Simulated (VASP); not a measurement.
# Ca2Ta3O (P4mm) in VASP: single point with PBE

Aim: the single point of Ca2Ta3O with PBE.

Program: VASP 6.6.1. These are calculated values, not measurements. Logs are shortened: lines on timing, memory, paths and dates and some standing lists are left out, and cuts for length are marked.

**1. The cell of the first run**

Symmetry: P4mm, No. 99, tetragonal system. The conventional cell has a = 4.274 Å, b = 4.274 Å, c = 6.142 Å, α = 90.00°, β = 90.00°, γ = 90.00°. Ca (site symmetry 4mm) has 4 Ta at 2.16 Å within 2.9 Å. Within 2.7 Å of Ca (site symmetry 4mm) lie 1 O at 2.07 Å and 5 Ta at 2.15 to 2.57 Å. Ta (site symmetry 2mm) has 4 Ca at 2.15 to 2.16 Å and 2 O at 2.79 Å within 2.9 Å. Within 2.0 Å of Ta (site symmetry 4mm) lie 1 O at 1.49 Å. Within 2.1 Å of O (site symmetry 4mm) lie 1 Ta at 1.49 Å and 1 Ca at 2.07 Å.

The cell was built from a structure type or drawn by symmetry, and may not be a known phase.

**2. Single point, PBE**

File INCAR:

```
SYSTEM = Ca2Ta3O
ALGO = Normal
EDIFF = 1E-6
ENCUT = 600
GGA = PE
GGA_COMPAT = .False.
ISIF = 2
ISMEAR = 0
LASPH = .True.
LCHARG = .True.
LELF = .True.
LREAL = .False.
LVHAR = .True.
LWAVE = .False.
NBANDS = 42
NELM = 120
PREC = Accurate
SIGMA = 0.1
```

File KPOINTS:

```
k-points
0
Gamma
  4 4 4
  0 0 0
```

File POSCAR:

```
Ca2Ta3O
1.0
    4.2739483900      0.0000000000      0.0000000000
    0.0000000000      4.2739483900      0.0000000000
    0.0000000000      0.0000000000      6.1415678200
Ca Ta O
2 3 1
Direct
    0.5000000000      0.5000000000      0.6153960300
    0.0000000000      0.0000000000      0.6065423100
    0.0000000000      0.5000000000      0.5614809700
    0.5000000000      0.0000000000      0.5614809700
    0.0000000000      0.0000000000      0.0257520000
    0.0000000000      0.0000000000      0.2687059300
```

Potentials or basis: VASP PAW PBE potentials, release 64 (Ca_sv, Ta_sv_GW, O).

Command:

```sh
cat potpaw_PBE.64/Ca_sv/POTCAR potpaw_PBE.64/Ta_sv_GW/POTCAR potpaw_PBE.64/O/POTCAR > POTCAR
mpirun -np 1 vasp_std > vasp.out
```

OUTCAR:

```text
SYSTEM = Ca2Ta3O
   EDIFF = 1E-6
   ENCUT = 600
   GGA = PE
   ISIF = 2
   ISMEAR = 0
   LASPH = .True.
   LREAL = .False.
   NELM = 120
   PREC = Accurate

 ion  position               nearest neighbor table
   1  0.500  0.500  0.615-   3 2.16   4 2.16   4 2.16   3 2.16   2 3.02   2 3.02   2 3.02   2 3.02

   2  0.000  0.000  0.607-   6 2.07   4 2.15   3 2.15   3 2.15   4 2.15   5 2.57   1 3.02   1 3.02
                             1 3.02   1 3.02
   3  0.000  0.500  0.561-   2 2.15   2 2.15   1 2.16   1 2.16   4 3.02   4 3.02   4 3.02   4 3.02

   4  0.500  0.000  0.561-   2 2.15   2 2.15   1 2.16   1 2.16   3 3.02   3 3.02   3 3.02   3 3.02

   5  0.000  0.000  0.026-   6 1.49   2 2.57
   6  0.000  0.000  0.269-   5 1.49   2 2.07

  LATTYP: Found a simple tetragonal cell.
 ALAT       =     4.2739483900
 C/A-ratio  =     1.4369775345

  Lattice vectors:

 A1 = (   4.2739483900,   0.0000000000,   0.0000000000)
 A2 = (   0.0000000000,   4.2739483900,   0.0000000000)
 A3 = (   0.0000000000,   0.0000000000,   6.1415678200)

Analysis of symmetry for initial positions (statically):
=====================================================================
 Subroutine PRICEL returns:
 Original cell was already a primitive cell.

 Routine SETGRP: Setting up the symmetry group for a
 simple tetragonal supercell.

 Subroutine GETGRP returns: Found  8 space group operations
 (whereof  8 operations were pure point group operations)
 out of a pool of 16 trial point group operations.

The static configuration has the point symmetry C_4v.

Analysis of symmetry for dynamics (positions and initial velocities):
=====================================================================
 Subroutine PRICEL returns:
 Original cell was already a primitive cell.

 Routine SETGRP: Setting up the symmetry group for a
 simple tetragonal supercell.

 Subroutine GETGRP returns: Found  8 space group operations
 (whereof  8 operations were pure point group operations)
 out of a pool of 16 trial point group operations.

The dynamic configuration has the point symmetry C_4v.

 Subroutine INISYM returns: Found  8 space group operations
 (whereof  8 operations are pure point group operations),
 and found     1 'primitive' translations

----------------------------------------------------------------------------------------

                                     Primitive cell

  volume of cell :     112.1858

  direct lattice vectors                    reciprocal lattice vectors
     4.273948390  0.000000000  0.000000000     0.233975684  0.000000000  0.000000000
     0.000000000  4.273948390  0.000000000     0.000000000  0.233975684  0.000000000
     0.000000000  0.000000000  6.141567820     0.000000000  0.000000000  0.162824873

  length of vectors
     4.273948390  4.273948390  6.141567820     0.233975684  0.233975684  0.162824873

  position of ions in fractional coordinates (direct lattice)
     0.500000000  0.500000000  0.615396030
     0.000000000  0.000000000  0.606542310
     0.000000000  0.500000000  0.561480970
     0.500000000  0.000000000  0.561480970
     0.000000000  0.000000000  0.025752000
     0.000000000  0.000000000  0.268705930

  ion indices of the primitive-cell ions
   primitive index   ion index
                 1           1
                 2           2
                 3           3
                 4           4
                 5           5
                 6           6

----------------------------------------------------------------------------------------

 KPOINTS: k-points

Automatic generation of k-mesh.
 Grid dimensions read from file:
 generate k-points for:    4    4    4

 Generating k-lattice:

  Cartesian coordinates                     Fractional coordinates (reciprocal lattice)
     0.058493921  0.000000000  0.000000000     0.250000000  0.000000000  0.000000000
     0.000000000  0.058493921  0.000000000     0.000000000  0.250000000  0.000000000
     0.000000000  0.000000000  0.040706218     0.000000000  0.000000000  0.250000000

  Length of vectors
     0.058493921  0.058493921  0.040706218

  Shift w.r.t. Gamma in fractional coordinates (k-lattice)
     0.000000000  0.000000000  0.000000000

 Subroutine IBZKPT returns following result:
 ===========================================

 Found     18 irreducible k-points:

 Following reciprocal coordinates:
            Coordinates               Weight
  0.000000  0.000000  0.000000      1.000000
  0.250000  0.000000  0.000000      4.000000
  0.500000  0.000000  0.000000      2.000000
  0.250000  0.250000  0.000000      4.000000
  0.500000  0.250000  0.000000      4.000000
  0.500000  0.500000  0.000000      1.000000
[... 10 lines left out ...]
  0.500000  0.250000  0.500000      4.000000
  0.500000  0.500000  0.500000      1.000000
   k-points           NKPTS =     18   k-points in BZ     NKDIM =     18   number of bands    NBANDS=     42
   number of dos      NEDOS =    301   number of ions     NIONS =      6
   total plane-waves  NPLWV =  64800
   dimension x,y,z NGX =    36 NGY =   36 NGZ =   50
   dimension x,y,z NGXF=    72 NGYF=   72 NGZF=  100
   ions per type =               2   3   1
   NGX,Y,Z   is equivalent  to a cutoff of  14.00, 14.00, 13.53 a.u.
   NGXF,Y,Z  is equivalent  to a cutoff of  28.01, 28.01, 27.07 a.u.
 SYSTEM =  Ca2Ta3O
   PREC   = accura    normal or accurate (medium, high low for compatibility)
   ISTART =      0    job   : 0-new  1-cont  2-samecut
   ICHARG =      2    charge: 1-file 2-atom 10-const
   ISPIN  =      1    spin polarized calculation?
   LNONCOLLINEAR =      F non collinear calculations
   LSORBIT =      F    spin-orbit coupling
   LASPH  =      T    aspherical Exc in radial PAW
   ENCUT  =  600.0 eV  44.10 Ry    6.64 a.u.   8.54  8.54 12.27*2*pi/ulx,y,z
   NELM   =    120;   NELMIN=  2; NELMDL= -5     # of ELM steps
   EDIFF  = 0.1E-05   stopping-criterion for ELM
   LREAL  =      F    real-space projection
   EDIFFG = 0.1E-04   stopping-criterion for IOM
   NSW    =      0    number of steps for IOM
   IBRION =     -1    ionic relax: 0-MD 1-quasi-New 2-CG
   NFREE  =      0    steps in history (QN), initial steepest desc. (CG)
   ISIF   =      2    stress and relaxation
   ISYM   =      2    0-nonsym 1-usesym 2-fastsym
   POTIM  = 0.5000    time-step for ionic-motion
   TEBEG  =    0.0;   TEEND  =   0.0 temperature during run
   PSTRESS=    0.0 pullay stress
   NELECT =      65.0000    total number of electrons
   NUPDOWN=      -1.0000    fix difference up-down
   EMIN   =  10.00;   EMAX   =-10.00  energy-range for DOS
   EFERMI =   0.00;   METHOD = LEGACY
   ISMEAR =     0;   SIGMA  =   0.10  broadening in eV -4-tet -1-fermi 0-gaus
   EFERMI_NEDOS =   21; number of points for ismear=-14 and -15
   IALGO  =     38    algorithm
   IMIX   =      4    mixing-type and parameters
     AMIX     =   0.40;   BMIX     =  1.00
     AMIX_MAG =   1.60;   BMIX_MAG =  1.00
  volume/ion in A,a.u.               =      18.70       126.18
  Fermi-wavevector in a.u.,A,eV,Ry     =   1.364793  2.579084 25.343015  1.862659
  Thomas-Fermi vector in A             =   2.491077
   LORBIT       =      0    0 simple, 1 ext, 2 COOP (PROOUT), +10 PAW based schemes
   GGA     = PE    functional components
   LHFCALC =     F    Hartree Fock is set to
   AEXX    =    0.0000 exact exchange contribution
   IVDW    =     0    specifies the selected vdW correction
   LEPSILON=     F    determine dielectric tensor
   LRPA    =     F    only Hartree local field effects (RPA)
 non-spin polarized calculation
 Gauss-broadening in eV      SIGMA  =   0.10
  energy-cutoff  :      600.00
  volume of cell :      112.19
 maximum number of plane-waves:      3766
 NGX is ok and might be reduce to    36
   NGX = 17   NGY = 17   NGZ = 25

 number of electron      64.9999994 magnetization

 Free energy of the ion-electron system (eV)
  ---------------------------------------------------
  ext. energy  EPLUGINS =         0.00000000
  ---------------------------------------------------
  free energy    TOTEN  =       -24.50462655 eV

  energy without entropy =      -24.46494261  energy(sigma->0) =      -24.48478458

 E-fermi :   6.9025     XC(G=0): -10.7958

 val. band max:        6.8748591046   @ k =   0.5000   0.2500   0.5000
 cond. band min:       6.9051998628   @ k =   0.5000   0.2500   0.0000
 fundamental gap:      0.0303407582
 Fermi energy:         6.9025005554

 k-point     1 :       0.0000    0.0000    0.0000
  band No.  band energies     occupation
      1     -62.5681      2.00000
      2     -61.0842      2.00000
      3     -60.9858      2.00000
      4     -33.1409      2.00000
      5     -32.8579      2.00000
      6     -31.1902      2.00000
[... 34 lines left out ...]
     41       9.1684      0.00000
     42      11.3652      0.00000

 k-point     2 :       0.2500    0.0000    0.0000
  band No.  band energies     occupation
      1     -62.5681      2.00000
      2     -61.0698      2.00000
      3     -61.0002      2.00000
      4     -33.4033      2.00000
      5     -33.1329      2.00000
      6     -31.1934      2.00000
[... 34 lines left out ...]
     41       9.4140      0.00000
     42      10.3640      0.00000

 k-point     3 :       0.5000    0.0000    0.0000
  band No.  band energies     occupation
      1     -62.5680      2.00000
      2     -61.0350      2.00000
      3     -61.0349      2.00000
      4     -33.6305      2.00000
      5     -33.3601      2.00000
      6     -31.1951      2.00000
[... 34 lines left out ...]
     41       9.5559      0.00000
     42       9.8782      0.00000

 k-point     4 :       0.2500    0.2500    0.0000
  band No.  band energies     occupation
      1     -62.5680      2.00000
      2     -61.0595      2.00000
      3     -61.0103      2.00000
      4     -33.6479      2.00000
      5     -33.3775      2.00000
      6     -31.1954      2.00000
[... 574 lines left out ...]
     41      10.2099      0.00000
     42      10.6008      0.00000

 k-point    17 :       0.5000    0.2500    0.5000
  band No.  band energies     occupation
      1     -62.5679      2.00000
      2     -61.0348      2.00000
      3     -61.0347      2.00000
      4     -33.8696      2.00000
      5     -33.5879      2.00000
      6     -31.1770      2.00000
[... 34 lines left out ...]
     41      10.0237      0.00000
     42      10.3074      0.00000

 k-point    18 :       0.5000    0.5000    0.5000
  band No.  band energies     occupation
      1     -62.5679      2.00000
      2     -61.0347      2.00000
      3     -61.0347      2.00000
      4     -34.0706      2.00000
      5     -33.7873      2.00000
      6     -31.1786      2.00000
[... 34 lines left out ...]
     41       9.1625      0.00000
     42      10.8442      0.00000

------------------------ aborting loop because EDIFF is reached ----------------------------------------

  FORCE on cell =-STRESS in cart. coord.  units (eV):
  Direction    XX          YY          ZZ          XY          YZ          ZX
  --------------------------------------------------------------------------------------
  -------------------------------------------------------------------------------------
  Total       51.4688038     51.4688038     41.6518373      0.0000000      0.0000000      0.0000000
  in kB      735.0499590    735.0499590    594.8492891      0.0000000      0.0000000      0.0000000
  external PRESSURE =     688.3164024 kB  Pullay stress =       0.0000000 kB

 VOLUME and BASIS-vectors are now :
 -----------------------------------------------------------------------------
  energy-cutoff  :      600.00
  volume of cell :      112.19
      direct lattice vectors                 reciprocal lattice vectors
     4.273948390  0.000000000  0.000000000     0.233975684  0.000000000  0.000000000
     0.000000000  4.273948390  0.000000000     0.000000000  0.233975684  0.000000000
     0.000000000  0.000000000  6.141567820     0.000000000  0.000000000  0.162824873

 POSITION                                       TOTAL-FORCE (eV/Angst)
 -----------------------------------------------------------------------------------
      2.13697      2.13697      3.77950        -0.000000     -0.000000      6.086605
      0.00000      0.00000      3.72512         0.000000     -0.000000      3.862780
      0.00000      2.13697      3.44837         0.000000      0.000000     -3.211468
      2.13697      0.00000      3.44837         0.000000     -0.000000     -3.211468
      0.00000      0.00000      0.15816         0.000000     -0.000000    -24.405183
      0.00000      0.00000      1.65028         0.000000     -0.000000     20.878732
 -----------------------------------------------------------------------------------
    total drift:                                0.000000     -0.000000     -0.003740

  FREE ENERGIE OF THE ION-ELECTRON SYSTEM (eV)
  ---------------------------------------------------
  free  energy   TOTEN  =       -24.5046265519 eV

  energy  without entropy=      -24.4649426058  energy(sigma->0) =      -24.48478458
```

Wall time 1.8 min (1 thread of Intel Xeon 6975P-C (Granite Rapids), shared host); peak memory 0.3 GiB.

Results:

```
Free energy            : -24.5046 eV
Pressure               : 68.8 GPa
Largest force          : 24.405 eV/Å
Band gap on the k mesh : zero (an odd number of electrons rules out a gap without spin polarisation)
```

Forces in eV/Å, atoms in the order of the input:
```
Ca    0.000   0.000   6.087
Ca    0.000   0.000   3.863
Ta    0.000   0.000  -3.211
Ta    0.000   0.000  -3.211
Ta    0.000   0.000 -24.405
O     0.000   0.000  20.879
```

Caveat: the k points lie up to 0.37 Å⁻¹ apart, too coarse for converged energies and pressures of a metal; atoms lie so close that the PAW spheres overlap strongly, which falsifies energies and pressures; spin-orbit coupling is left out, which moves the levels of the heavy elements; an odd number of electrons without spin polarisation forces a metal; a magnetic or distorted state may lie lower.
